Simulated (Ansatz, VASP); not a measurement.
ZnRuC4N4 in VASP and in Ansatz

File INCAR:

```
ALGO     = Normal         # electronic algorithm
EDIFF    = 1E-6           # SCF threshold, eV
ENCUT    = 520            # plane-wave cutoff, eV
GGA      = PE             # functional
ISIF     = 2              # what is computed and relaxed
ISMEAR   = 0              # smearing method
ISPIN    = 2              # spin polarisation
LASPH    = True           # aspherical terms in the spheres
LCHARG   = False          # write CHGCAR
LMAXMIX  = 4              # l up to which the mixer works
LORBIT   = 11             # projections on sites
LREAL    = False          # projectors in reciprocal space
LWAVE    = False          # write WAVECAR
MAGMOM   = 0 1 0 0 0 0 0 0 0 0 # initial moments
NBANDS   = 46             # bands
NELM     = 150            # most SCF steps
PREC     = Accurate       # precision mode
SIGMA    = 0.1            # smearing width, eV
```

The input KPOINTS:

```
k-points
0
Gamma
  4 4 4
```

The input POSCAR:

```
ZnRuC4N4
1.0
    5.8566411300      0.0000000000      0.0000000000
    0.0000000000      5.8566411300      0.0000000000
    0.0000000000      0.0000000000      5.8566411300
Zn Ru C N
1 1 4 4
Direct
    0.0000000000      0.0000000000      0.0000000000
    0.5000000000      0.5000000000      0.5000000000
    0.1889787100      0.1889787100      0.1889787100
    0.1889787100      0.8110212900      0.8110212900
    0.8110212900      0.1889787100      0.8110212900
    0.8110212900      0.8110212900      0.1889787100
    0.3043178200      0.3043178200      0.3043178200
    0.3043178200      0.6956821800      0.6956821800
    0.6956821800      0.3043178200      0.6956821800
    0.6956821800      0.6956821800      0.3043178200
```

Input for Ansatz:

```yaml
crystal:
  lattice:
    - [5.85664113, 0.0, 0.0]
    - [0.0, 5.85664113, 0.0]
    - [0.0, 0.0, 5.85664113]
  atoms:
    - { symbol: Zn, position: [0.0, 0.0, 0.0] }
    - { symbol: Ru, position: [0.5, 0.5, 0.5], spin: 1.0 }
    - { symbol: C, position: [0.18897871, 0.18897871, 0.18897871] }
    - { symbol: C, position: [0.18897871, 0.81102129, 0.81102129] }
    - { symbol: C, position: [0.81102129, 0.18897871, 0.81102129] }
    - { symbol: C, position: [0.81102129, 0.81102129, 0.18897871] }
    - { symbol: "N", position: [0.30431782, 0.30431782, 0.30431782] }
    - { symbol: "N", position: [0.30431782, 0.69568218, 0.69568218] }
    - { symbol: "N", position: [0.69568218, 0.30431782, 0.69568218] }
    - { symbol: "N", position: [0.69568218, 0.69568218, 0.30431782] }
basis:
  ecutwfc: 420
kpoints:
  mp_grid: { grid: [4, 4, 4] }
hamiltonian:
  xc: pbe
scf:
  occupations: { method: gaussian, width: 0.1 }
  lower_state_search: "off"
output:
  forces: true
  stress: true
  eigenvalues: true
  populations: true
magnetization:
  spin_polarized: true
```

Alike in both runs: task single point; functional PBE; k mesh 4 × 4 × 4; occupations gaussian, width 0.1 eV; collinear spin.

|  | VASP | Ansatz |
| --- | --- | --- |
| version | VASP 6.6.1 | Ansatz 0.2.0 |
| potentials or method | VASP PAW PBE potentials, release 64 (Zn, Ru_pv, C, N), cutoff 520 eV | scalar-relativistic, plane waves, PAW |
| valence electrons in the cell | 62 | 64 |

Ansatz gave:

| Property | Result |
| --- | --- |
| gap on the k mesh at the Fermi level (eV) | none |
| pressure (GPa) | 2.8 |
| rms of the force components (eV/Å) | 0.290 |
| net moment per atom (μB) | 0.20 |
| size of the moment on the site where the two differ most (μB) | 0.98 |

**Question.** Estimate VASP's values.

**Answer.** gap on the k mesh at the Fermi level (eV): none; pressure (GPa): 3.2; rms of the force components (eV/Å): 0.274; net moment per atom (μB): 0.20; size of the moment on the site where the two differ most (μB): 1.33.

Site moments also hang on the region over which each program counts them. Atom by atom the forces differ by 0.181 eV/Å (rms over components). A gap of «none» marks a metal or a gap that the smearing closes. One of these differences is far larger than is usual between the two programs; its cause wasn't traced. VASP's potentials hold 62 valence electrons a cell and Ansatz's 64, so a difference there can come from the potentials and not from the codes.

Noted on VASP's run: the standard files for N, O and F lose accuracy on very short bonds.
